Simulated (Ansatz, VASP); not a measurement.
**One calculation of CoO, two programs**

The input INCAR:

```
SYSTEM = CoO
PREC = Accurate ; ENCUT = 520
EDIFF = 1E-7 ; ISMEAR = -1
SIGMA = 0.05 ; LREAL = .False.
LASPH = .True. ; NELM = 150
ALGO = Normal ; ISIF = 2
LWAVE = .False. ; LCHARG = .False.
ISPIN = 2 ; MAGMOM = 3 0
LORBIT = 11 ; LMAXMIX = 4
GGA = PE ; NBANDS = 18
```

Contents of KPOINTS:

```
regular mesh
0
Gamma
  12 12 12
  0 0 0
```

The input POSCAR:

```
CoO
1.0
   -1.5080004400      1.5080004400      2.1072503600
    1.5080004400     -1.5080004400      2.1072503600
    1.5080004400      1.5080004400     -2.1072503600
Co O
1 1
Direct
    0.0000000000      0.0000000000      0.0000000000
    0.5000000000      0.5000000000      0.0000000000
```

Contents of input.yaml:

```yaml
crystal:
  lattice:
    - [-1.50800044, 1.50800044, 2.10725036]
    - [1.50800044, -1.50800044, 2.10725036]
    - [1.50800044, 1.50800044, -2.10725036]
  atoms:
    - { symbol: Co, position: [0.0, 0.0, 0.0], spin: 3.0 }
    - { symbol: O, position: [0.5, 0.5, 0.0] }
kpoints:
  mp_grid: { grid: [12, 12, 12] }
scf:
  occupations: { method: fermi_dirac, width: 0.05 }
hamiltonian:
  xc: pbe
  pseudopotentials: { kind: all_electron, lapw: { basis_error: 0.0005 } }
magnetization:
  spin_polarized: true
output:
  forces: true
  stress: true
  eigenvalues: true
```

Alike in both runs: task single point; functional PBE; k mesh 12 × 12 × 12; occupations fermi-dirac, width 0.05 eV; collinear spin.

```csv
,VASP,Ansatz
version,VASP 6.6.1,Ansatz 0.2.0
potentials or method,"VASP PAW PBE potentials, release 64 (Co, O), cutoff 520 eV","all-electron LAPW, scalar-relativistic"
```

Ansatz gave:

| Property | Result |
| --- | --- |
| gap on the k mesh at the Fermi level (eV) | none |
| pressure (GPa) | 0.0 |
| traceless stress, the component that is largest in VASP (GPa) | -0.10 |
| net moment per atom (μB) | 1.46 |
| size of the moment on the site where the two differ most (μB) | 2.58 |

Problem. Which values does VASP return?

Solution. gap on the k mesh at the Fermi level (eV): none; pressure (GPa): -0.6; traceless stress, the component that is largest in VASP (GPa): 0.09; net moment per atom (μB): 1.44; size of the moment on the site where the two differ most (μB): 2.54.

Site moments also hang on the region over which each program counts them. A gap of «none» marks a metal or a gap that the smearing closes. Ansatz ran all-electron here, and VASP with PAW potentials.
